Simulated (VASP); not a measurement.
NiO:

```
Ni O
1.0
     0.00000    2.08590    2.08590
     2.08590    0.00000    2.08590
     2.08590    2.08590    0.00000
Ni O
1 1
Direct
  0.00000 0.00000 0.00000
  0.50000 0.50000 0.50000
```

| Property | Result |
| --- | --- |
| Program | VASP 6.6.1 |
| Task | relaxation of cell and atoms |
| Functional | LDA |
| Potentials or basis | VASP PAW LDA potentials, release 64 (Ni, O) |
| Cutoff | 600 eV |
| k mesh | 11 × 11 × 11 |
| Occupations | fermi-dirac, width 0.05 eV |
| Spin | collinear spin, ferromagnetic start |
| Starting moments | [1.0, 0.0] μB |
| Hubbard terms | Ni d U = 4.0 eV |

At the start: pressure -13.6 GPa; volume 9.08 Å³/atom.

Problem. Where does the relaxation end?

Solution. Over 4 steps the energy falls by 26.0 meV/atom and the volume is 8.49 Å³/atom (-6.5 %); space group Fm-3m (No. 225, to 0.1 Å) before and after; moment 2.00 μB per cell.

Step by step:
```tsv
step	energy change (eV)	largest force (eV/Å)	pressure (GPa)	volume (Å³)
1	0.0000	0.0000	-13.63	18.15
2	-0.0224	0.0000	12.51	16.20
3	-0.0521	0.0000	-0.19	17.00
4	-0.0521	0.0000	0.14	16.97
```

Final structure:
```xyz
2
Lattice="0.0000 2.0398 2.0398 2.0398 0.0000 2.0398 2.0398 2.0398 0.0000" Properties=species:S:1:pos:R:3 pbc="T T T"
Ni    0.0000    0.0000    0.0000
O     2.0398    2.0398    2.0398
```

Caveat: a cell with one magnetic atom can't hold antiferromagnetic order, which such compounds often take.
